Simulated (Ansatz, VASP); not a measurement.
# One calculation of CdAg, two programs

```
Cd Ag
1.0
     3.33000    0.00000    0.00000
     0.00000    3.33000    0.00000
     0.00000    0.00000    3.29670
Cd Ag
1 1
Direct
  0.50000 0.50000 0.50000
  0.00000 0.00000 0.00000
```

Change from the starting cell: zz strain of -1 %.

Alike in both runs: task single point; functional PBEsol; k mesh 12 × 12 × 12; occupations fermi-dirac, width 0.05 eV; no spin polarisation.

```csv
,VASP,Ansatz
version,VASP 6.6.1,Ansatz 0.2.0
potentials or method,"VASP PAW PBE potentials, release 64 (Cd, Ag), cutoff 520 eV","all-electron LAPW, scalar-relativistic"
```

|  | VASP | Ansatz | Ansatz less VASP |
| --- | --- | --- | --- |
| pressure (GPa) | -0.4 | -0.8 | -0.38 |
| traceless stress, the component that is largest in VASP (GPa) | 0.22 | 0.23 | +0.001 |

VASP's potentials were made for PBE, not for PBEsol. Ansatz ran all-electron here, and VASP with PAW potentials.
